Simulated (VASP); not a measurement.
# Si2Ni (I4/mmm) in VASP: single point with PBE

Aim: the single point of Si2Ni with PBE.

Everything below comes from runs of VASP 6.6.1. Logs are shortened: lines on timing, memory, paths and dates and some standing lists are left out, and cuts for length are marked.

## (1) The cell of the first run

Symmetry: I4/mmm, No. 139, tetragonal system. Conventional cell: a = 3.928 Å, b = 3.928 Å, c = 5.381 Å, α = 90.00°, β = 90.00°, γ = 90.00°. Si (site symmetry -4m2) has 4 Ni at 2.38 Å and 6 Si at 2.69 to 2.78 Å within 3.1 Å. Ni (site symmetry 4/mmm) has 8 Si at 2.38 Å within 3.1 Å.

## (2) Single point, PBE (biaxial strain in the a-b plane: +2.0 %)

File INCAR:

```
PREC = Accurate
ENCUT = 520
EDIFF = 1E-6
ISMEAR = 0
SIGMA = 0.1
LREAL = F
LASPH = T
NELM = 60
ALGO = Normal
ISIF = 2
LWAVE = F
LCHARG = F
GGA = PE
NBANDS = 27
```

File KPOINTS:

```
Automatic mesh
0
Gamma
  10 10 8
```

File POSCAR:

```
Si2Ni
1.0
    2.7778623401      2.7778623401      0.0000000000
   -2.7778623401      2.7778623401      0.0000000000
    0.0000000000      0.0000000000      5.3814274353
Si Ni
4 2
Direct
    0.0000000000      0.5000000000      0.7500000000
    0.5000000000      0.0000000000      0.7500000000
    0.5000000000      0.0000000000      0.2500000000
    0.0000000000      0.5000000000      0.2500000000
    0.0000000000      0.0000000000      0.0000000000
    0.5000000000      0.5000000000      0.5000000000
```

Potentials or basis: VASP PAW PBE potentials, release 64 (Si, Ni).

Started as:

```
cat potpaw_PBE.64/Si/POTCAR potpaw_PBE.64/Ni/POTCAR > POTCAR
mpirun -np 1 vasp_std > vasp.out
```

OUTCAR:

```text
PREC = Accurate
   ENCUT = 520
   EDIFF = 1E-6
   ISMEAR = 0
   LREAL = F
   LASPH = T
   NELM = 60
   ISIF = 2
   GGA = PE

 ion  position               nearest neighbor table
   1  0.000  0.500  0.750-   5 2.38   6 2.38   5 2.38   6 2.38   4 2.69   4 2.69   2 2.78   2 2.78
                             2 2.78   2 2.78
   2  0.500  0.000  0.750-   5 2.38   6 2.38   6 2.38   5 2.38   3 2.69   3 2.69   1 2.78   1 2.78
                             1 2.78   1 2.78
   3  0.500  0.000  0.250-   5 2.38   6 2.38   6 2.38   5 2.38   2 2.69   2 2.69   4 2.78   4 2.78
                             4 2.78   4 2.78
   4  0.000  0.500  0.250-   5 2.38   6 2.38   5 2.38   6 2.38   1 2.69   1 2.69   3 2.78   3 2.78
                             3 2.78   3 2.78
   5  0.000  0.000  0.000-   1 2.38   2 2.38   3 2.38   4 2.38   1 2.38   4 2.38   2 2.38   3 2.38

   6  0.500  0.500  0.500-   1 2.38   2 2.38   3 2.38   4 2.38   2 2.38   3 2.38   1 2.38   4 2.38

  LATTYP: Found a simple tetragonal cell.
 ALAT       =     3.9284905958
 C/A-ratio  =     1.3698460781

  Lattice vectors:

 A1 = (   2.7778623401,   2.7778623401,   0.0000000000)
 A2 = (  -2.7778623401,   2.7778623401,   0.0000000000)
 A3 = (   0.0000000000,   0.0000000000,   5.3814274353)

Analysis of symmetry for initial positions (statically):
=====================================================================
 Subroutine PRICEL returns following result:

  LATTYP: Found a body centered tetragonal cell.
 ALAT       =     3.9284905958
 C/A-ratio  =     1.3698460781

  Lattice vectors:

 A1 = (   0.0000000000,  -2.7778623401,  -2.6907137177)
 A2 = (   0.0000000000,   2.7778623401,  -2.6907137177)
 A3 = (   2.7778623401,   0.0000000000,   2.6907137177)

   2 primitive cells build up your supercell.

 Routine SETGRP: Setting up the symmetry group for a
 simple tetragonal supercell.

 Subroutine GETGRP returns: Found 16 space group operations
 (whereof 16 operations were pure point group operations)
 out of a pool of 16 trial point group operations.

The static configuration has the point symmetry D_4h.

Analysis of symmetry for dynamics (positions and initial velocities):
=====================================================================
 Subroutine PRICEL returns following result:

  LATTYP: Found a body centered tetragonal cell.
 ALAT       =     3.9284905958
 C/A-ratio  =     1.3698460781

  Lattice vectors:

 A1 = (   0.0000000000,  -2.7778623401,  -2.6907137177)
 A2 = (   0.0000000000,   2.7778623401,  -2.6907137177)
 A3 = (   2.7778623401,   0.0000000000,   2.6907137177)

   2 primitive cells build up your supercell.

 Routine SETGRP: Setting up the symmetry group for a
 simple tetragonal supercell.

 Subroutine GETGRP returns: Found 16 space group operations
 (whereof 16 operations were pure point group operations)
 out of a pool of 16 trial point group operations.

The dynamic configuration has the point symmetry D_4h.

 Subroutine INISYM returns: Found 16 space group operations
 (whereof 16 operations are pure point group operations),
 and found     2 'primitive' translations

----------------------------------------------------------------------------------------

                                     Primitive cell

  volume of cell :      41.5259

  direct lattice vectors                    reciprocal lattice vectors
     0.000000000 -2.777862340 -2.690713718     0.179994521 -0.179994521 -0.185824303
     0.000000000  2.777862340 -2.690713718     0.179994521  0.179994521 -0.185824303
     2.777862340  0.000000000  2.690713718     0.359989041  0.000000000  0.000000000

  length of vectors
     3.867358206  3.867358206  3.867358206     0.315161429  0.315161429  0.359989041

  position of ions in fractional coordinates (direct lattice)
     0.750000000  0.250000000  0.500000000
     0.250000000  0.750000000  0.500000000
     0.000000000  0.000000000  0.000000000

  ion indices of the primitive-cell ions
   primitive index   ion index
                 1           1
                 2           4
                 3           5

----------------------------------------------------------------------------------------

 KPOINTS: Automatic mesh

Automatic generation of k-mesh.
 Grid dimensions read from file:
 generate k-points for:   10   10    8

 Generating k-lattice:

  Cartesian coordinates                     Fractional coordinates (reciprocal lattice)
     0.017999452  0.017999452  0.000000000     0.100000000  0.000000000  0.000000000
    -0.017999452  0.017999452  0.000000000     0.000000000  0.100000000  0.000000000
     0.000000000  0.000000000  0.023228038     0.000000000  0.000000000  0.125000000

  Length of vectors
     0.025455069  0.025455069  0.023228038

  Shift w.r.t. Gamma in fractional coordinates (k-lattice)
     0.000000000  0.000000000  0.000000000

 Subroutine IBZKPT returns following result:
 ===========================================

 Found    105 irreducible k-points:

 Following reciprocal coordinates:
            Coordinates               Weight
  0.000000  0.000000  0.000000      1.000000
  0.100000  0.000000  0.000000      4.000000
  0.200000  0.000000  0.000000      4.000000
  0.300000  0.000000  0.000000      4.000000
  0.400000  0.000000  0.000000      4.000000
  0.500000  0.000000  0.000000      2.000000
[... 16 lines left out ...]
  0.100000  0.000000  0.125000      8.000000
  0.200000  0.000000  0.125000      8.000000
 [... further k-points ...]
   k-points           NKPTS =    105   k-points in BZ     NKDIM =    105   number of bands    NBANDS=     27
   number of dos      NEDOS =    301   number of ions     NIONS =      6
   total plane-waves  NPLWV =  36000
   dimension x,y,z NGX =    30 NGY =   30 NGZ =   40
   dimension x,y,z NGXF=    60 NGYF=   60 NGZF=   80
   ions per type =               4   2
   NGX,Y,Z   is equivalent  to a cutoff of  12.70, 12.70, 12.36 a.u.
   NGXF,Y,Z  is equivalent  to a cutoff of  25.39, 25.39, 24.71 a.u.
 SYSTEM =  unknown system
   PREC   = accura    normal or accurate (medium, high low for compatibility)
   ISTART =      0    job   : 0-new  1-cont  2-samecut
   ICHARG =      2    charge: 1-file 2-atom 10-const
   ISPIN  =      1    spin polarized calculation?
   LNONCOLLINEAR =      F non collinear calculations
   LSORBIT =      F    spin-orbit coupling
   LASPH  =      T    aspherical Exc in radial PAW
   ENCUT  =  520.0 eV  38.22 Ry    6.18 a.u.   7.30  7.30 10.01*2*pi/ulx,y,z
   NELM   =     60;   NELMIN=  2; NELMDL= -5     # of ELM steps
   EDIFF  = 0.1E-05   stopping-criterion for ELM
   LREAL  =      F    real-space projection
   EDIFFG = 0.1E-04   stopping-criterion for IOM
   NSW    =      0    number of steps for IOM
   IBRION =     -1    ionic relax: 0-MD 1-quasi-New 2-CG
   NFREE  =      0    steps in history (QN), initial steepest desc. (CG)
   ISIF   =      2    stress and relaxation
   ISYM   =      2    0-nonsym 1-usesym 2-fastsym
   POTIM  = 0.5000    time-step for ionic-motion
   TEBEG  =    0.0;   TEEND  =   0.0 temperature during run
   PSTRESS=    0.0 pullay stress
   NELECT =      36.0000    total number of electrons
   NUPDOWN=      -1.0000    fix difference up-down
   EMIN   =  10.00;   EMAX   =-10.00  energy-range for DOS
   EFERMI =   0.00;   METHOD = LEGACY
   ISMEAR =     0;   SIGMA  =   0.10  broadening in eV -4-tet -1-fermi 0-gaus
   EFERMI_NEDOS =   21; number of points for ismear=-14 and -15
   IALGO  =     38    algorithm
   IMIX   =      4    mixing-type and parameters
     AMIX     =   0.40;   BMIX     =  1.00
     AMIX_MAG =   1.60;   BMIX_MAG =  1.00
  volume/ion in A,a.u.               =      13.84        93.41
  Fermi-wavevector in a.u.,A,eV,Ry     =   1.238966  2.341306 20.885440  1.535037
  Thomas-Fermi vector in A             =   2.373469
   LORBIT       =      0    0 simple, 1 ext, 2 COOP (PROOUT), +10 PAW based schemes
   GGA     = PE    functional components
   LHFCALC =     F    Hartree Fock is set to
   AEXX    =    0.0000 exact exchange contribution
   IVDW    =     0    specifies the selected vdW correction
   LEPSILON=     F    determine dielectric tensor
   LRPA    =     F    only Hartree local field effects (RPA)
 non-spin polarized calculation
 Gauss-broadening in eV      SIGMA  =   0.10
  energy-cutoff  :      520.00
  volume of cell :       83.05
 maximum number of plane-waves:      2284
 NGX is ok and might be reduce to    30
   NGX = 15   NGY = 15   NGZ = 21

 number of electron      35.9999982 magnetization

 Free energy of the ion-electron system (eV)
  ---------------------------------------------------
  ext. energy  EPLUGINS =         0.00000000
  ---------------------------------------------------
  free energy    TOTEN  =       -34.70565689 eV

  energy without entropy =      -34.69555835  energy(sigma->0) =      -34.70060762

 E-fermi :   9.6546     XC(G=0): -11.3586

 val. band max:        9.6517106008   @ k =   0.0000   0.0000   0.2500
 cond. band min:       9.6600231730   @ k =   0.2000   0.0000   0.2500
 fundamental gap:      0.0083125722
 Fermi energy:         9.6546499657

 k-point     1 :       0.0000    0.0000    0.0000
  band No.  band energies     occupation
      1      -3.6598      2.00000
      2       0.4397      2.00000
      3       2.0959      2.00000
      4       2.4082      2.00000
      5       4.7739      2.00000
      6       4.8861      2.00000
[... 19 lines left out ...]
     26      14.0342      0.00000
     27      15.0297      0.00000

 k-point     2 :       0.1000    0.0000    0.0000
  band No.  band energies     occupation
      1      -3.5669      2.00000
      2       0.5130      2.00000
      3       2.1225      2.00000
      4       2.2210      2.00000
      5       4.6954      2.00000
      6       4.7788      2.00000
[... 19 lines left out ...]
     26      13.7256      0.00000
     27      15.1389      0.00000

 k-point     3 :       0.2000    0.0000    0.0000
  band No.  band energies     occupation
      1      -3.2898      2.00000
      2       0.7313      2.00000
      3       1.4372      2.00000
      4       2.4663      2.00000
      5       4.2005      2.00000
      6       4.7715      2.00000
[... 594 lines left out ...]
      1      -3.4891      2.00000
      2      -0.0195      2.00000
      3       2.2215      2.00000
      4       2.8081      2.00000
      5       4.4434      2.00000
      6       4.8920      2.00000
[... 19 lines left out ...]
     26      13.9666      0.00000
     27      14.2997      0.00000

 k-point    24 :       0.2000    0.0000    0.1250
  band No.  band energies     occupation
      1      -3.2127      2.00000
      2       0.2118      2.00000
      3       1.5215      2.00000
      4       3.0484      2.00000
      5       3.9410      2.00000
      6       4.9002      2.00000
[... 19 lines left out ...]
     26      14.4262      0.00000
     27      14.7028      0.00000

 [... further k-points ...]
[... 5 lines left out ...]
  --------------------------------------------------------------------------------------
  -------------------------------------------------------------------------------------
  Total       -2.2142810     -2.2142810     -1.6058556      0.0000000      0.0000000      0.0000000
  in kB      -42.7163744    -42.7163744    -30.9790532      0.0000000      0.0000000      0.0000000
  external PRESSURE =     -38.8039340 kB  Pullay stress =       0.0000000 kB

 VOLUME and BASIS-vectors are now :
 -----------------------------------------------------------------------------
  energy-cutoff  :      520.00
  volume of cell :       83.05
      direct lattice vectors                 reciprocal lattice vectors
     2.777862340  2.777862340  0.000000000     0.179994521  0.179994521  0.000000000
    -2.777862340  2.777862340  0.000000000    -0.179994521  0.179994521  0.000000000
     0.000000000  0.000000000  5.381427435     0.000000000  0.000000000  0.185824303

 POSITION                                       TOTAL-FORCE (eV/Angst)
 -----------------------------------------------------------------------------------
     -1.38893      1.38893      4.03607        -0.000000     -0.000000      0.000000
      1.38893      1.38893      4.03607        -0.000000     -0.000000      0.000000
      1.38893      1.38893      1.34536        -0.000000     -0.000000      0.000000
     -1.38893      1.38893      1.34536        -0.000000     -0.000000     -0.000000
      0.00000      0.00000      0.00000         0.000000      0.000000     -0.000000
      0.00000      2.77786      2.69071        -0.000000     -0.000000     -0.000000
 -----------------------------------------------------------------------------------
    total drift:                               -0.000000      0.000000      0.000000

  FREE ENERGIE OF THE ION-ELECTRON SYSTEM (eV)
  ---------------------------------------------------
  free  energy   TOTEN  =       -34.7056568918 eV

  energy  without entropy=      -34.6955583494  energy(sigma->0) =      -34.70060762
```

It took 1.7 min on 1 thread of Intel Xeon 6975P-C (Granite Rapids), shared host; peak memory 0.31 GiB.

Results:

```
Free energy            : -34.7057 eV
Pressure               : -3.9 GPa
Band gap on the k mesh : zero (band 18 reaches 11.10 eV, above the bottom of band 19 at 9.09 eV)
```

Caveat: the cell differs from its parent crystal (biaxial strain in the a-b plane: +2.0 %).
